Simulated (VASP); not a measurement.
# C in VASP: further runs

The runs below take C through single point, with PBE.

Everything below comes from runs of VASP 6.6.1. Logs are shortened: lines on timing, memory, paths and dates and some standing lists are left out, and cuts for length are marked.

### 1 The cell of the first run

The cell holds a slab with vacuum, 2 atoms: a = 2.423 Å, b = 2.423 Å, c = 8.409 Å, α = 90.00°, β = 90.00°, γ = 120.00°.

### 2 Single point, PBE

INCAR

```
SYSTEM = C
PREC = Accurate
ENCUT = 600
EDIFF = 1E-6
ISMEAR = -1
SIGMA = 0.05
LREAL = .False.
LASPH = .True.
NELM = 120
ALGO = Normal
ISIF = 2
LWAVE = .False.
LCHARG = .False.
GGA = PE
NBANDS = 11
GGA_COMPAT = .False.
```

KPOINTS

```
Automatic mesh
0
Gamma
  12 12 3
  0 0 0
```

POSCAR

```
C
1.0
    2.4229746043      0.0000000000      0.0000000000
   -1.2114873021      2.0983575600      0.0000000000
    0.0000000000      0.0000000000      8.4086027063
C
2
Direct
    0.6666666667      0.3333333333      0.0000000000
    0.3333333333      0.6666666667      0.0000000000
```

Potentials or basis: VASP PAW PBE potentials, release 64 (C).

Launch:

```console
$ cat potpaw_PBE.64/C/POTCAR > POTCAR
$ mpirun -np 1 vasp_std > vasp.out
```

OUTCAR:

```text
SYSTEM = C
   PREC = Accurate
   ENCUT = 600
   EDIFF = 1E-6
   ISMEAR = -1
   LREAL = .False.
   LASPH = .True.
   NELM = 120
   ISIF = 2
   GGA = PE

 ion  position               nearest neighbor table
   1  0.667  0.333  0.000-   2 1.40   2 1.40   2 1.40
   2  0.333  0.667  0.000-   1 1.40   1 1.40   1 1.40

  LATTYP: Found a hexagonal cell.
 ALAT       =     2.4229746043
 C/A-ratio  =     3.4703635322

  Lattice vectors:

 A1 = (   2.4229746043,   0.0000000000,   0.0000000000)
 A2 = (  -1.2114873021,   2.0983575600,   0.0000000000)
 A3 = (   0.0000000000,   0.0000000000,   8.4086027063)

Analysis of symmetry for initial positions (statically):
=====================================================================
 Subroutine PRICEL returns:
 Original cell was already a primitive cell.

 Routine SETGRP: Setting up the symmetry group for a
 hexagonal supercell.

 Subroutine GETGRP returns: Found 24 space group operations
 (whereof 24 operations were pure point group operations)
 out of a pool of 24 trial point group operations.

The static configuration has the point symmetry D_6h.

Analysis of symmetry for dynamics (positions and initial velocities):
=====================================================================
 Subroutine PRICEL returns:
 Original cell was already a primitive cell.

 Routine SETGRP: Setting up the symmetry group for a
 hexagonal supercell.

 Subroutine GETGRP returns: Found 24 space group operations
 (whereof 24 operations were pure point group operations)
 out of a pool of 24 trial point group operations.

The dynamic configuration has the point symmetry D_6h.

 Subroutine INISYM returns: Found 24 space group operations
 (whereof 24 operations are pure point group operations),
 and found     1 'primitive' translations

----------------------------------------------------------------------------------------

                                     Primitive cell

  volume of cell :      42.7516

  direct lattice vectors                    reciprocal lattice vectors
     2.422974604  0.000000000  0.000000000     0.412715840  0.238281602  0.000000000
    -1.211487302  2.098357560  0.000000000     0.000000000  0.476563203  0.000000000
     0.000000000  0.000000000  8.408602706     0.000000000  0.000000000  0.118925823

  length of vectors
[... 82 lines left out ...]
   EDIFF  = 0.1E-05   stopping-criterion for ELM
   LREAL  =      F    real-space projection
   EDIFFG = 0.1E-04   stopping-criterion for IOM
   NSW    =      0    number of steps for IOM
   IBRION =     -1    ionic relax: 0-MD 1-quasi-New 2-CG
   NFREE  =      0    steps in history (QN), initial steepest desc. (CG)
   ISIF   =      2    stress and relaxation
   ISYM   =      2    0-nonsym 1-usesym 2-fastsym
   POTIM  = 0.5000    time-step for ionic-motion
   TEBEG  =    0.0;   TEEND  =   0.0 temperature during run
   PSTRESS=    0.0 pullay stress
   NELECT =       8.0000    total number of electrons
   NUPDOWN=      -1.0000    fix difference up-down
   EMIN   =  10.00;   EMAX   =-10.00  energy-range for DOS
   EFERMI =   0.00;   METHOD = LEGACY
   ISMEAR =    -1;   SIGMA  =   0.05  broadening in eV -4-tet -1-fermi 0-gaus
   EFERMI_NEDOS =   21; number of points for ismear=-14 and -15
   IALGO  =     38    algorithm
   IMIX   =      4    mixing-type and parameters
     AMIX     =   0.40;   BMIX     =  1.00
     AMIX_MAG =   1.60;   BMIX_MAG =  1.00
  volume/ion in A,a.u.               =      21.38       144.25
  Fermi-wavevector in a.u.,A,eV,Ry     =   0.936384  1.769510 11.929798  0.876815
  Thomas-Fermi vector in A             =   2.063388
   LORBIT       =      0    0 simple, 1 ext, 2 COOP (PROOUT), +10 PAW based schemes
   GGA     = PE    functional components
   LHFCALC =     F    Hartree Fock is set to
   AEXX    =    0.0000 exact exchange contribution
   IVDW    =     0    specifies the selected vdW correction
   LEPSILON=     F    determine dielectric tensor
   LRPA    =     F    only Hartree local field effects (RPA)
 non-spin polarized calculation
  energy-cutoff  :      600.00
  volume of cell :       42.75
 maximum number of plane-waves:      1453
 NGX is ok and might be reduce to    20
   NGX =  9   NGY =  9   NGZ = 33

 number of electron       7.9999999 magnetization

 Free energy of the ion-electron system (eV)
  ---------------------------------------------------
  ext. energy  EPLUGINS =         0.00000000
  ---------------------------------------------------
  free energy    TOTEN  =       -18.40299688 eV

  energy without entropy =      -18.40107147  energy(sigma->0) =      -18.40203418

 E-fermi :  -0.4516     XC(G=0):  -5.0879

 val. band max:       -0.4516351737   @ k =   0.3333   0.3333   0.3333
 cond. band min:      -0.4516037740   @ k =   0.3333   0.3333   0.0000
 fundamental gap:      0.0000313998
 Fermi energy:        -0.4516247081

 k-point     1 :       0.0000    0.0000    0.0000
  band No.  band energies     occupation
      1     -20.4022      2.00000
      2      -8.4311      2.00000
      3      -3.4743      2.00000
      4      -3.4743      2.00000
      5       2.3588      0.00000
      6       4.7571      0.00000
      7       6.4869      0.00000
      8       8.2044      0.00000
      9       8.2044      0.00000
     10      11.6251      0.00000
     11      13.2562      0.00000
[... 309 lines left out ...]
 k-point    24 :       0.3333    0.0000    0.3333
  band No.  band energies     occupation
      1     -17.7345      2.00000
      2     -10.2434      2.00000
      3      -6.3575      2.00000
      4      -5.3019      2.00000
      5       4.6652      0.00000
      6       6.3943      0.00000
      7       7.3656      0.00000
      8       7.7956      0.00000
      9      11.4267      0.00000
     10      14.6668      0.00000
     11      15.9440      0.00000

 [... further k-points ...]
[... 5 lines left out ...]
  --------------------------------------------------------------------------------------
  -------------------------------------------------------------------------------------
  Total        2.5612238      2.5612238     -0.0376164      0.0000000      0.0000000     -0.0000000
  in kB       95.9855629     95.9855629     -1.4097305      0.0000000      0.0000000     -0.0000000
  external PRESSURE =      63.5204651 kB  Pullay stress =       0.0000000 kB

 VOLUME and BASIS-vectors are now :
 -----------------------------------------------------------------------------
  energy-cutoff  :      600.00
  volume of cell :       42.75
      direct lattice vectors                 reciprocal lattice vectors
     2.422974604  0.000000000  0.000000000     0.412715840  0.238281602  0.000000000
    -1.211487302  2.098357560  0.000000000     0.000000000  0.476563203  0.000000000
     0.000000000  0.000000000  8.408602706     0.000000000  0.000000000  0.118925823

 POSITION                                       TOTAL-FORCE (eV/Angst)
 -----------------------------------------------------------------------------------
      1.21149      0.69945      0.00000        -0.000000      0.000000      0.000000
     -0.00000      1.39891      0.00000         0.000000     -0.000000      0.000000
 -----------------------------------------------------------------------------------
    total drift:                                0.000000     -0.000000     -0.000000

  FREE ENERGIE OF THE ION-ELECTRON SYSTEM (eV)
  ---------------------------------------------------
  free  energy   TOTEN  =       -18.4029968832 eV

  energy  without entropy=      -18.4010714744  energy(sigma->0) =      -18.40203418
```

stdout:

```text
POSCAR found type information on POSCAR C
 POSCAR found :  1 types and       2 ions
 scaLAPACK will be used
 LDA part: xc-table for (Slater+PW92), standard interpolation
 POSCAR, INCAR and KPOINTS ok, starting setup
 FFT: planning ... GRIDC
 FFT: planning ... GRID_SOFT
 FFT: planning ... GRID
 WAVECAR not read
 entering main loop
```

Wall time 17 s (1 thread of Intel Xeon Platinum 8488C (Sapphire Rapids), shared host); peak memory 0.16 GiB.

What came out:

```yaml
Free_energy: -18.4030 eV
Band_gap_on_the_k_mesh: zero (filled and empty bands touch)
```

### 3 Single point, PBE

This run uses another cell than the first one, of 21.82 Å³/atom, 1.021 times its volume.

INCAR

```
ALGO = Normal
EDIFF = 1E-6
ENCUT = 600
GGA = PE
GGA_COMPAT = False
ISIF = 2
ISMEAR = -1
LASPH = True
LCHARG = True
LELF = True
LREAL = False
LVHAR = True
LWAVE = False
NBANDS = 11
NELM = 120
PREC = Accurate
SIGMA = 0.05
```

KPOINTS

```
k-points
0
Gamma
  12 12 3
```

POSCAR

```
C
1.0
    2.4396853020      0.0000000000      0.0000000000
   -1.2198426510      2.1128294488      0.0000000000
    0.0000000000      0.0000000000      8.4665949023
C
2
Direct
    0.6666666667      0.3333333333      0.0000000000
    0.3333333333      0.6666666667      0.0000000000
```

Potentials or basis: VASP PAW PBE potentials, release 64 (C).

Launch:

```console
$ cat potpaw_PBE.64/C/POTCAR > POTCAR
$ mpirun -np 1 vasp_std > vasp.out
```

It took 18 s on 1 thread of Intel Xeon Platinum 8488C (Sapphire Rapids), shared host; peak memory 0.16 GiB.

The run converged. Its results:

| Quantity | Value |
| --- | --- |
| Free energy | -18.4322 eV |
| Band gap on the k mesh | zero (filled and empty bands touch) |

Levels at points of the mesh, in eV from the Fermi level:
```tsv
k point	band 1	band 2	band 3	band 4	band 5	band 6	band 7	band 8
(0.00, 0.00, 0.00)	-19.78	-7.84	-3.03	-3.03	2.88	5.24	6.95	8.52
(0.50, 0.00, 0.00)	-14.39	-13.45	-6.51	-2.42	1.69	7.68	10.96	11.10
```

### 4 Single point, PBE

This run uses another cell than the first one, of 22.71 Å³/atom, 1.062 times its volume.

Changes to INCAR since step 3:

```diff
@@ -8,6 +8,4 @@
 LASPH = True
-LCHARG = True
-LELF = True
+LCHARG = False
 LREAL = False
-LVHAR = True
 LWAVE = False
```

KPOINTS is that of step 3.

POSCAR

```
C
1.0
    2.4724366638      0.0000000000      0.0000000000
   -1.2362183319      2.1411929601      0.0000000000
    0.0000000000      0.0000000000      8.5802540340
C
2
Direct
    0.6666666667      0.3333333333      0.0000000000
    0.3333333333      0.6666666667      0.0000000000
```

Launch:

```console
$ cat potpaw_PBE.64/C/POTCAR > POTCAR
$ mpirun -np 1 vasp_std > vasp.out
```

It took 19 s on 1 thread of Intel Xeon Platinum 8488C (Sapphire Rapids), shared host; peak memory 0.16 GiB.

It converged, with:

```
Free energy            : -18.4505 eV
Band gap on the k mesh : zero (filled and empty bands touch)
```

Levels at points of the mesh, in eV from the Fermi level:
```csv
k point,band 1,band 2,band 3,band 4,band 5,band 6,band 7,band 8,band 9
"(0.00, 0.00, 0.00)",-19.46,-7.56,-3.05,-3.05,3.02,5.30,6.97,8.25,8.25
"(0.50, 0.00, 0.00)",-14.26,-13.19,-6.40,-2.34,1.67,7.29,10.88,11.02,12.54
```

### 5 Overview

| cell | gap on the mesh (eV) |
| --- | --- |
| a = 2.423, b = 2.423, c = 8.409 Å, angles 90.0, 90.0, 120.0°, 2 atoms | none |
| a = 2.440, b = 2.440, c = 8.467 Å, angles 90.0, 90.0, 120.0°, 2 atoms | none |
| a = 2.472, b = 2.472, c = 8.580 Å, angles 90.0, 90.0, 120.0°, 2 atoms | none |

Alike in all rows: task single point; level PBE; potentials or basis VASP PAW PBE potentials, release 64 (C); no spin polarisation; k mesh 12 × 12 × 3; cutoff (eV) 600; smearing fermi-dirac 0.05 eV.

Absolute energies hang on the potentials; compare differences alone.
